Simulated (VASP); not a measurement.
Runs of VASP 6.6.1 on Cs. The structure is that of space group Pm-3m (No. 221), or close to it. The cells are those of the table. 

```tsv
task	cell	cutoff (eV)	gap on the mesh (eV)	pressure (GPa)
single point	a = 3.025 Å, 1 atom	520	none	31.5
single point	a = 5.036 Å, 1 atom	520	none	(a)
single point	a = 3.310 Å, 1 atom	520	none	10.4
relaxation of cell and atoms	relaxed to 20 GPa from a = 4.970 Å, 1 atom	600	none	20.0
single point	a = 3.123 Å, 1 atom	520	none	21.0
```

Alike in all rows: level PBE; potentials or basis VASP PAW PBE potentials, release 64 (Cs_sv); no spin polarisation; k mesh 8 × 8 × 8; smearing fermi-dirac 0.1 eV.

Problem. Fill in the values left out.

Solution. (a) 0.0.

Caveats: spin-orbit coupling is left out, which moves the levels of the heavy elements; the cell is relaxed towards a set pressure, so the enthalpy falls and the energy may rise (some runs).

A k mesh can miss the band edges, and the runs leave out spin-orbit coupling on Cs.

A gap of «none» marks levels without a gap at the run's occupations.
